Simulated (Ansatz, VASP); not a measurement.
## One calculation of Be, two programs

```
Be
1.0
     3.71018    0.00000    0.00000
    -1.85509    3.21311    0.00000
     0.00000    0.00000    3.97590
Be
4
Direct
  0.33333 0.66667 0.50000
  0.66667 0.33333 0.00000
  0.66667 0.33333 0.50000
  0.33333 0.66667 0.00000
```

Alike in both runs: functional r2SCAN; k mesh 9 × 9 × 4; occupations gaussian, width 0.1 eV; no spin polarisation.

Ansatz relaxed the structure, and its values are those at the end. VASP's run is a single point on that final structure, the one shown.

|  | VASP | Ansatz |
| --- | --- | --- |
| version | VASP 6.6.1 | Ansatz 0.2.0 |
| potentials or method | VASP PAW PBE potentials, release 64 (Be), cutoff 520 eV | scalar-relativistic, plane waves, PAW |
| valence electrons in the cell | 8 | 8 |

VASP gave:

| Property | Result |
| --- | --- |
| gap on the k mesh at the Fermi level (eV) | none |
| pressure (GPa) | 0.3 |

Problem. What did Ansatz give for the same quantities?

Solution. gap on the k mesh at the Fermi level (eV): none; pressure (GPa): 0.1.

VASP's potentials were made for PBE, not for r2SCAN. A gap of «none» marks a metal or a gap that the smearing closes.

The k mesh is coarse, so the values compare programs but aren't converged.
